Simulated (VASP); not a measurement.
Set up this calculation in VASP 6.6.1, as the native input.

| Property | Result |
| --- | --- |
| Task | single point |
| Functional | RPBE |
| Potentials or basis | VASP PAW PBE potentials, release 64 (Ni, Mo_sv, Pd, Ir, W_sv) |
| Cutoff | 520 eV |
| k mesh | 8 × 8 × 2 |
| Occupations | fermi-dirac, width 0.05 eV |
| Spin | collinear spin, ferromagnetic start |
| Starting moments | [1.0, 1.0, 0.0, 0.6, 0.0] μB |
| Dipole correction | no |
| Further INCAR settings | ALGO = Normal; EDIFF = 1e-06; NBANDS = 40 |

The structure of NiMoIrPdW lies in POSCAR:

```
NiMoIrPdW
1.0
    2.7772137591      0.0000000000      0.0000000000
   -1.3886068796      2.4051376671      0.0000000000
    0.0000000000      0.0000000000     11.3924005007
Ni Mo Pd Ir W
1 1 1 1 1
Direct
    0.0000000000      0.0000000000      0.7090933052
    0.6666666667      0.3333333333      0.2950569463
    0.6666666667      0.3333333333      0.8992127430
    0.0000000000      0.0000000000      0.1054527737
    0.6666666667      0.3333333333      0.5288642317
```

The input as run:

INCAR

```
SYSTEM = NiMoIrPdW
ALGO     = Normal         ! electronic algorithm
EDIFF    = 1E-6           ! SCF threshold, eV
ENCUT    = 520            ! plane-wave cutoff, eV
GGA      = RP             ! functional
ISIF     = 2              ! what is computed and relaxed
ISMEAR   = -1             ! smearing method
ISPIN    = 2              ! spin polarisation
LASPH    = .True.         ! aspherical terms in the spheres
LCHARG   = .False.        ! write CHGCAR
LMAXMIX  = 4              ! l up to which the mixer works
LORBIT   = 11             ! projections on sites
LREAL    = .False.        ! projectors in reciprocal space
LWAVE    = .False.        ! write WAVECAR
MAGMOM   = 1 1 0 0.6 0    ! initial moments
NBANDS   = 40             ! bands
NELM     = 150            ! most SCF steps
PREC     = Accurate       ! precision mode
SIGMA    = 0.05           ! smearing width, eV
```

KPOINTS

```
k-points
0
Gamma
  8 8 2
  0 0 0
```

Potentials or basis: VASP PAW PBE potentials, release 64 (Ni, Mo_sv, Pd, Ir, W_sv).

Launch:

```sh
$ cat potpaw_PBE.64/Ni/POTCAR potpaw_PBE.64/Mo_sv/POTCAR potpaw_PBE.64/Pd/POTCAR potpaw_PBE.64/Ir/POTCAR potpaw_PBE.64/W_sv/POTCAR > POTCAR
$ mpirun -np 1 vasp_std > vasp.out
```

Results of the run:

The pressure is 0.3 GPa, the largest force is 0.027 eV/Å and the net moment is 0.00 μB per cell. The valence electrons inside the program's atomic spheres are Ni 9.17; Mo 12.51; Pd 9.44; Ir 8.25; W 12.04.

Caveat: the moments typed at the start vanished in this run; the PAW data sets were made with another functional, which shifts forces and pressure a little.

Wall time 2.5 min on 1 thread of Intel(R) Xeon(R) Platinum 8488C (Sapphire Rapids), on a shared host, peak memory 0.33 GiB.
